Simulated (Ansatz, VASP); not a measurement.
# Hf: VASP beside Ansatz

POSCAR

```
Hf
1.0
    3.2593963094      0.0000000000      0.0000000000
   -1.6296981547      2.8227200050      0.0000000000
    0.0000000000      0.0000000000      5.1569977332
Hf
2
Direct
    0.6666666667      0.3333333333      0.7500000000
    0.3333333333      0.6666666667      0.2500000000
```

The input INCAR.step1:

```
PREC = Accurate
ENCUT = 520
EDIFF = 1E-5
ISMEAR = -1
SIGMA = 0.05
LREAL = F
LASPH = T
NELM = 60
ALGO = Normal
ISIF = 2
LWAVE = T
LCHARG = F
GGA = PE
NBANDS = 17
```

Contents of INCAR.step2:

```
PREC = Accurate
ENCUT = 520
EDIFF = 1E-7
ISMEAR = -1
SIGMA = 0.05
LREAL = F
LASPH = T
NELM = 60
ALGO = Normal
ISIF = 2
LWAVE = F
LCHARG = F
GGA = B5
LHFCALC = T
AEXX = 0.2
AGGAX = 0.72
AGGAC = 0.81
ALDAC = 0.19
PRECFOCK = Normal
ISTART = 1
NBANDS = 17
```

Contents of KPOINTS:

```
Automatic mesh
0
Gamma
  5 5 3
```

Contents of input.yaml:

```yaml
crystal:
  lattice:
    - [3.2593963094, 0.0, 0.0]
    - [-1.6296981547, 2.822720005, 0.0]
    - [0.0, 0.0, 5.1569977332]
  atoms:
    - { symbol: Hf, position: [0.6666666667, 0.3333333333, 0.75] }
    - { symbol: Hf, position: [0.3333333333, 0.6666666667, 0.25] }
hamiltonian:
  xc: b3lyp5
  pseudopotentials: { kind: paw }
kpoints:
  mp_grid: { grid: [5, 5, 3] }
scf:
  occupations: { method: fermi_dirac, width: 0.05 }
output:
  forces: true
  stress: true
  eigenvalues: true
  write_density: true
  write_potential: true
  elf: true
  volumetric_format: npy
```

Alike in both runs: task single point; functional B3LYP5; k mesh 5 × 5 × 3; occupations fermi-dirac, width 0.05 eV; no spin polarisation.

|  | VASP | Ansatz |
| --- | --- | --- |
| version | VASP 6.6.1 | Ansatz 0.2.0 |
| potentials or method | VASP PAW PBE potentials, release 64 (Hf_pv) | Ansatz PAW |
| plane-wave cutoff (eV) | 520 | 420 |
| valence electrons in the cell | 20 | 52 |

VASP gave:

| Quantity | Value |
| --- | --- |
| gap on the k mesh at the Fermi level (eV) | none |
| pressure (GPa) | -4.7 |
| traceless stress, the component that is largest in VASP (GPa) | -0.51 |

Question: Which values does Ansatz return?

Answer: gap on the k mesh at the Fermi level (eV): none; pressure (GPa): -3.5; traceless stress, the component that is largest in VASP (GPa): -0.55.

VASP's potentials were made for PBE, not for B3LYP5. A gap of «none» marks a metal or a gap that the smearing closes. VASP's potentials hold 20 valence electrons a cell and Ansatz's 52, so a difference there can come from the potentials and not from the codes.

The k mesh is coarse, so the values compare programs but aren't converged. Neither program's run includes spin-orbit coupling.
